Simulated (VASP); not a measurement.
Input of a VASP 6.6.1 run:

INCAR

```
  ALGO = Normal
  EDIFF = 1E-7
  EDIFFG = -0.01
  ENCUT = 600
  GGA = PE
  IBRION = 2
  ISIF = 3
  ISMEAR = 0
  LASPH = True
  LCHARG = False
  LREAL = False
  LWAVE = False
  NELM = 100
  NSW = 100
  PREC = Accurate
  SIGMA = 0.1
```

The input KPOINTS:

```
k-points
0
Gamma
  8 8 8
```

Contents of POSCAR:

```
La
1.0
    0.0000000000      4.8225853512      4.8225853512
    4.8225853512      0.0000000000      4.8225853512
    4.8225853512      4.8225853512      0.0000000000
La
4
Direct
    0.1250000000      0.1250000000      0.1250000000
    0.1250000000      0.1250000000      0.6250000000
    0.1250000000      0.6250000000      0.1250000000
    0.6250000000      0.1250000000      0.1250000000
```

Potentials or basis: VASP PAW PBE potentials, release 64 (La).

Launch:

```bash
$ cat potpaw_PBE.64/La/POTCAR > POTCAR
$ mpirun -np 1 vasp_std > vasp.out
```

Q: Estimate the relaxed volume.

A: 55.57 Å³/atom.

Q: What does it give for the space group after relaxing (to 0.05 Å)?

A: Fd-3m (No. 227).

Q: What does it give for the relaxed cell?

A: a = 6.799 Å, b = 6.799 Å, c = 6.799 Å, α = 60.00°, β = 60.00°, γ = 60.00°.

Step by step:
```
step  energy change (eV)  largest force (eV/Å)  pressure (GPa)  volume (Å³)
   1              0.0000                0.0000           -0.12       224.32
   2             -0.0007                0.0000           -0.04       223.02
   3             -0.0008                0.0000           -0.01       222.28
```
